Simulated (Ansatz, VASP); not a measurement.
One calculation of Ti, two programs

```
Ti
1.0
    -1.60818    1.64100    1.64100
     1.64100   -1.60818    1.64100
     1.64100    1.64100   -1.60818
Ti
1
Direct
  0.00000 0.00000 0.00000
```

Change from the starting cell: equal xy, yz and zx shear strains of +2 %, PAW files.

Alike in both runs: task electric field gradients; functional PBE; k mesh 14 × 14 × 14; occupations fermi-dirac, width 0.05 eV; no spin polarisation.

```csv
,VASP,Ansatz
version,VASP 6.6.1,Ansatz 0.2.0
potentials or method,"VASP PAW PBE potentials, release 64 (Ti_sv)","PAW with Ansatz's default frozen-core files, scalar-relativistic"
plane-wave cutoff (eV),400,420
valence electrons in the cell,12,12
```

```tsv
	VASP	Ansatz	Ansatz less VASP
pressure (GPa)	-3.3	-2.4	+0.89
traceless stress, the component that is largest in VASP (GPa)	-0.86	-0.86	+0.004
size of Vzz on the site where it differs most (V/Å²)	8.0	8.2	+0.24
```
